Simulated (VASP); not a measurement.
# Cd (Im-3m) in VASP: notebook, part 2 of 2

VASP 6.6.1. The steps go on from the part before.

## (3) Single point, PBEsol

This run uses another cell than the first one, of 22.72 Å³/atom.

Input file INCAR:

```
PREC = Accurate ; ENCUT = 520
EDIFF = 1E-7 ; ISMEAR = 0
SIGMA = 0.05 ; LREAL = F
LASPH = T ; NELM = 60
ALGO = Fast ; ISIF = 2
LWAVE = F ; LCHARG = T
GGA = PS ; LELF = T
LVHAR = T ; NBANDS = 12
```

Input file KPOINTS:

```
Automatic mesh
0
Gamma
  10 10 10
```

Input file POSCAR:

```
Cd
1.0
   -1.7843220000      1.7843220000      1.7843220000
    1.7843220000     -1.7843220000      1.7843220000
    1.7843220000      1.7843220000     -1.7843220000
Cd
1
Direct
    0.0000000000      0.0000000000      0.0000000000
```

Potentials or basis: VASP PAW PBE potentials, release 64 (Cd).

The run is started by

```
$ cat potpaw_PBE.64/Cd/POTCAR > POTCAR
$ mpirun -np 1 vasp_std > vasp.out
```

OUTCAR:

```text
PREC = Accurate
   ENCUT = 520
   EDIFF = 1E-7
   ISMEAR = 0
   LREAL = F
   LASPH = T
   NELM = 60
   ISIF = 2
   GGA = PS

 ion  position               nearest neighbor table
   1  0.000  0.000  0.000-

  LATTYP: Found a body centered cubic cell.
 ALAT       =     3.5686440000

  Lattice vectors:

 A1 = (  -1.7843220000,   1.7843220000,   1.7843220000)
 A2 = (   1.7843220000,  -1.7843220000,   1.7843220000)
 A3 = (   1.7843220000,   1.7843220000,  -1.7843220000)

Analysis of symmetry for initial positions (statically):
=====================================================================
 Subroutine PRICEL returns:
 Original cell was already a primitive cell.

 Routine SETGRP: Setting up the symmetry group for a
 body centered cubic supercell.

 Subroutine GETGRP returns: Found 48 space group operations
 (whereof 48 operations were pure point group operations)
 out of a pool of 48 trial point group operations.

The static configuration has the point symmetry O_h .

Analysis of symmetry for dynamics (positions and initial velocities):
=====================================================================
 Subroutine PRICEL returns:
 Original cell was already a primitive cell.

 Routine SETGRP: Setting up the symmetry group for a
 body centered cubic supercell.

 Subroutine GETGRP returns: Found 48 space group operations
 (whereof 48 operations were pure point group operations)
 out of a pool of 48 trial point group operations.

The dynamic configuration has the point symmetry O_h .

 Subroutine INISYM returns: Found 48 space group operations
 (whereof 48 operations are pure point group operations),
 and found     1 'primitive' translations

----------------------------------------------------------------------------------------

                                     Primitive cell
[... 114 lines left out ...]
   GGA     = PS    functional components
   LHFCALC =     F    Hartree Fock is set to
   AEXX    =    0.0000 exact exchange contribution
   IVDW    =     0    specifies the selected vdW correction
   LEPSILON=     F    determine dielectric tensor
   LRPA    =     F    only Hartree local field effects (RPA)
 non-spin polarized calculation
 RMM-DIIS sequential band-by-band and
 Gauss-broadening in eV      SIGMA  =   0.05
  energy-cutoff  :      520.00
  volume of cell :       22.72
 maximum number of plane-waves:       627
   NGX = 11   NGY = 11   NGZ = 11

 number of electron      12.0000006 magnetization

 Free energy of the ion-electron system (eV)
  ---------------------------------------------------
  ext. energy  EPLUGINS =         0.00000000
  ---------------------------------------------------
  free energy    TOTEN  =        -1.11864953 eV

  energy without entropy =       -1.11737124  energy(sigma->0) =       -1.11801039

 E-fermi :   2.5550     XC(G=0): -10.9521

 val. band max:        2.5476770240   @ k =  -0.4000   0.4000   0.4000
 cond. band min:       2.6264711969   @ k =   0.4000   0.1000  -0.0000
 fundamental gap:      0.0787941729
 Fermi energy:         2.5550160264

 k-point     1 :       0.0000    0.0000    0.0000
  band No.  band energies     occupation
      1      -6.6660      2.00000
      2      -6.6660      2.00000
      3      -6.6660      2.00000
      4      -6.1498      2.00000
      5      -6.0586      2.00000
      6      -6.0586      2.00000
      7      17.7615      0.00000
      8      17.7615      0.00000
      9      17.7615      0.00000
     10      18.2456      0.00000
     11      18.2456      0.00000
     12      18.2456      0.00000
[... 331 lines left out ...]
 k-point    24 :      -0.3000    0.3000    0.1000
  band No.  band energies     occupation
      1      -6.7809      2.00000
      2      -6.7731      2.00000
      3      -6.2515      2.00000
      4      -6.1097      2.00000
      5      -6.0420      2.00000
      6      -3.2808      2.00000
      7       7.5725      0.00000
      8      11.9078      0.00000
      9      12.6988      0.00000
     10      16.8006      0.00000
     11      17.7487      0.00000
     12      18.6675      0.00000

 [... further k-points ...]

------------------------ aborting loop because EDIFF is reached ----------------------------------------

  FORCE on cell =-STRESS in cart. coord.  units (eV):
  Direction    XX          YY          ZZ          XY          YZ          ZX
  --------------------------------------------------------------------------------------
  -------------------------------------------------------------------------------------
  Total       -0.3591132     -0.3591132     -0.3591132      0.0000000      0.0000000     -0.0000000
  in kB      -25.3199173    -25.3199173    -25.3199173      0.0000000      0.0000000     -0.0000000
  external PRESSURE =     -25.3199173 kB  Pullay stress =       0.0000000 kB

 VOLUME and BASIS-vectors are now :
 -----------------------------------------------------------------------------
  energy-cutoff  :      520.00
  volume of cell :       22.72
      direct lattice vectors                 reciprocal lattice vectors
    -1.784322000  1.784322000  1.784322000     0.000000000  0.280218481  0.280218481
     1.784322000 -1.784322000  1.784322000     0.280218481  0.000000000  0.280218481
     1.784322000  1.784322000 -1.784322000     0.280218481  0.280218481  0.000000000

 POSITION                                       TOTAL-FORCE (eV/Angst)
 -----------------------------------------------------------------------------------
      0.00000      0.00000      0.00000         0.000000      0.000000      0.000000
 -----------------------------------------------------------------------------------
    total drift:                               -0.000000      0.000000      0.000000

  FREE ENERGIE OF THE ION-ELECTRON SYSTEM (eV)
  ---------------------------------------------------
  free  energy   TOTEN  =        -1.1186495327 eV

  energy  without entropy=       -1.1173712439  energy(sigma->0) =       -1.11801039
```

It took 10 s on 1 thread of Intel Xeon Platinum 8259CL at 2.50GHz (Skylake/Cascade Lake), shared host; peak memory 0.14 GiB.

Results:

* Free energy: -1.1186 eV
* Pressure: -2.5 GPa
* Band gap on the k mesh: zero (bands 6 and 7 overlap by 4.36 eV)

Caveat: the PAW data sets were made with another functional, which shifts forces and pressure a little.

## (4) Relaxation of cell and atoms, PBEsol+D4

This run uses another cell than the first one, of 22.72 Å³/atom.

Input file INCAR:

```
SYSTEM = Cd
  PREC = Accurate
  ENCUT = 600
  EDIFF = 1E-6
  ISMEAR = 1
  SIGMA = 0.1
  LREAL = .False.
  LASPH = .True.
  NELM = 60
  ALGO = Normal
  ISIF = 3
  LWAVE = .False.
  LCHARG = .False.
  GGA = PS
  IVDW = 13
  IBRION = 2
  NSW = 60
  EDIFFG = -0.01
```

Input file KPOINTS:

```
regular mesh
0
Gamma
  10 10 10
  0 0 0
```

POSCAR is that of step 3.

The run is started by

```
$ cat potpaw_PBE.64/Cd/POTCAR > POTCAR
$ mpirun -np 1 vasp_std > vasp.out
```

It took 44 s on 1 thread of Intel Xeon Platinum 8259CL at 2.50GHz (Skylake/Cascade Lake), shared host; peak memory 0.17 GiB.

It converged, with:

| Quantity | Value |
| --- | --- |
| Free energy | -1.3748 eV |
| Relaxed volume | 20.70 Å³/atom |
| Relaxed cell | a = 2.996 Å, b = 2.996 Å, c = 2.996 Å, α = 109.47°, β = 109.47°, γ = 109.47° |
| Space group after relaxing (to 0.1 Å) | Im-3m (No. 229) |
| Energy gained by relaxing | 32.1 meV/atom |
| Ionic steps | 3 |
| Pressure after relaxing | 0.0 GPa |
| Band gap on the k mesh | zero (bands 6 and 7 overlap by 4.27 eV) |
| Dispersion energy per atom | -0.246 eV |

Step by step:
```csv
step,energy change (eV),largest force (eV/Å),pressure (GPa),volume (Å³)
1,0.0000,0.0000,-4.25,22.72
2,-0.0319,0.0000,-0.35,20.80
3,-0.0321,0.0000,-0.02,20.70
```

Final structure:
```cif
data_structure
_symmetry_space_group_name_H-M 'P 1'
_symmetry_Int_Tables_number 1
_cell_length_a 2.9957
_cell_length_b 2.9957
_cell_length_c 2.9957
_cell_angle_alpha 109.471
_cell_angle_beta 109.471
_cell_angle_gamma 109.471
_cell_volume 20.70
loop_
_atom_site_label
_atom_site_type_symbol
_atom_site_fract_x
_atom_site_fract_y
_atom_site_fract_z
_atom_site_occupancy
Cd1 Cd 0.00000 0.00000 0.00000 1
```

Levels at points of the mesh, in eV from the Fermi level:
```
           k point  band 4  band 5  band 6  band 7  band 8  band 9
(0.00, 0.00, 0.00)   -9.53   -8.89   -8.89   15.53   15.53   15.53
(0.50, 0.00, 0.00)   -8.85   -8.39   -2.62   -1.05    9.51   10.02
(0.50, 0.50, 0.50)   -8.51   -8.51    3.22    3.22    3.22    6.12
```

Caveat: the PAW data sets were made with another functional, which shifts forces and pressure a little.

## (5) Summary

```csv
task,level,cell,cutoff (eV),smearing,gap on the mesh (eV),pressure (GPa)
single point,PBEsol+D4,"a = 2.991 Å, angles 109.5°, 1 atom",520,methfessel-paxton 0.1 eV,none,0.4
single point,PBEsol,"a = 3.091 Å, angles 109.5°, 1 atom",520,gaussian 0.05 eV,none,-2.5
relaxation of cell and atoms,PBEsol+D4,"relaxed from a = 3.091 Å, angles 109.5°, 1 atom",600,methfessel-paxton 0.1 eV,none,0.0
```

Alike in all rows: potentials or basis VASP PAW PBE potentials, release 64 (Cd); no spin polarisation; k mesh 10 × 10 × 10.

Caveats: the PAW data sets were made with another functional, which shifts forces and pressure a little.

Total energies depend on the potentials used, so only differences within one code and one set of settings carry meaning.

The gap in the log of VASP goes by the Fermi energy; the results here count the filled bands.